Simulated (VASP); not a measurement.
Crystal: K2Ca3Cl.

```
K Ca Cl
1.0
     4.60334    0.00000    0.00000
    -2.30167    3.98661    0.00000
     0.00000    0.00000    8.08342
K Ca Cl
2 3 1
Direct
  0.66667 0.33333 0.18576
  0.33333 0.66667 0.81424
  0.66667 0.33333 0.85048
  0.33333 0.66667 0.14952
  0.00000 0.00000 0.00000
  0.00000 0.00000 0.50000
```

The cell was generated, and may not be a known phase.

| Item | Value |
| --- | --- |
| Program | VASP 6.6.1 |
| Task | relaxation of cell and atoms |
| Functional | PBE |
| Potentials or basis | VASP PAW PBE potentials, release 64 (K_sv, Ca_sv, Cl) |
| Cutoff | 600 eV |
| k mesh | 6 × 6 × 2 |
| Occupations | gaussian, width 0.1 eV |
| Spin | no spin polarisation |

At the start: pressure 20.8 GPa; volume 24.72 Å³/atom.

**Question.** How do energy, volume and symmetry change on relaxing?

**Answer.** Over 29 steps the energy falls by 1993.5 meV/atom and the volume is 49.47 Å³/atom (+100.1 %); space group P-3m1 (No. 164, to 0.1 Å) before and after.

Step by step:
```csv
step,energy change (eV),largest force (eV/Å),pressure (GPa),volume (Å³)
1,0.0000,3.4586,20.83,148.34
2,-8.0799,1.8371,6.35,228.10
3,-10.2096,0.6741,0.26,321.35
4,-10.2428,0.5853,-0.10,333.97
5,-10.2468,0.5501,-0.24,339.48
6,-10.3156,0.5806,-0.23,335.27
7,-10.4932,0.6749,-0.18,322.44
8,-10.7260,0.8746,0.05,295.81
9,-10.1611,1.2880,2.42,238.61
10,-10.6487,1.0348,0.33,282.77
11,-10.6122,1.2225,1.01,261.07
12,-10.6563,1.1618,0.70,268.78
13,-10.7098,1.1110,0.67,267.91
14,-10.8445,0.9475,0.66,265.26
15,-10.9808,0.5593,0.75,259.77
16,-11.1016,0.4586,0.51,263.82
17,-11.3294,0.3026,-0.06,275.65
18,-11.4945,0.5494,-0.75,297.95
19,-11.6405,0.5054,-0.38,286.75
20,-11.7719,0.3846,0.44,268.69
21,-11.7764,0.3133,0.85,261.36
22,-11.8615,0.1730,0.74,268.96
23,-11.8829,0.1061,0.73,277.53
24,-11.9319,0.1068,-0.16,302.65
25,-11.9334,0.1009,-0.04,298.74
26,-11.9396,0.0908,-0.03,298.52
27,-11.9540,0.0663,-0.02,297.79
28,-11.9581,0.0286,0.04,295.99
29,-11.9611,0.0399,0.01,296.83
```

Final structure:
```xyz
6
Lattice="5.9791 0.0000 0.0000 -2.9896 5.1781 0.0000 0.0000 0.0000 9.5873" Properties=species:S:1:pos:R:3 pbc="T T T"
K     2.9896    1.7260    3.5246
K     0.0000    3.4520    6.0627
Ca    2.9896    1.7260    8.6457
Ca    0.0000    3.4520    0.9416
Ca    0.0000    0.0000    0.0000
Cl    0.0000    0.0000    4.7937
```

Caveat: the k points lie up to 0.33 Å⁻¹ apart in the final cell, too coarse for converged energies and pressures of a metal; the volume moved by over 15 % at a fixed basis, so the end points are rough.
